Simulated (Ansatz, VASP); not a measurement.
**Zn2GeN: VASP beside Ansatz**

```
Zn Ge N
1.0
     4.02495    0.00000    0.00000
    -2.01247    3.48571    0.00000
     0.00000    0.00000    5.06548
Zn Ge N
2 1 1
Direct
  0.66667 0.33333 0.50000
  0.33333 0.66667 0.50000
  0.33333 0.66667 0.00000
  0.00000 0.00000 0.50000
```

Alike in both runs: functional PBE; k mesh 12 × 12 × 10; occupations gaussian, width 0.1 eV; no spin polarisation.

Ansatz relaxed the structure, and its values are those at the end. VASP's run is a single point on that final structure, the one shown.

|  | VASP | Ansatz |
| --- | --- | --- |
| version | VASP 6.6.1 | Ansatz 0.2.0 |
| potentials or method | VASP PAW PBE potentials, release 64 (Zn, Ge_d, N), cutoff 520 eV | scalar-relativistic, plane waves, PAW |
| valence electrons in the cell | 43 | 43 |

```csv
,VASP,Ansatz,Ansatz less VASP
gap on the k mesh at the Fermi level (eV),none,none,-
pressure (GPa),0.3,0.0,-0.27
```

A gap of «none» marks a metal or a gap that the smearing closes.
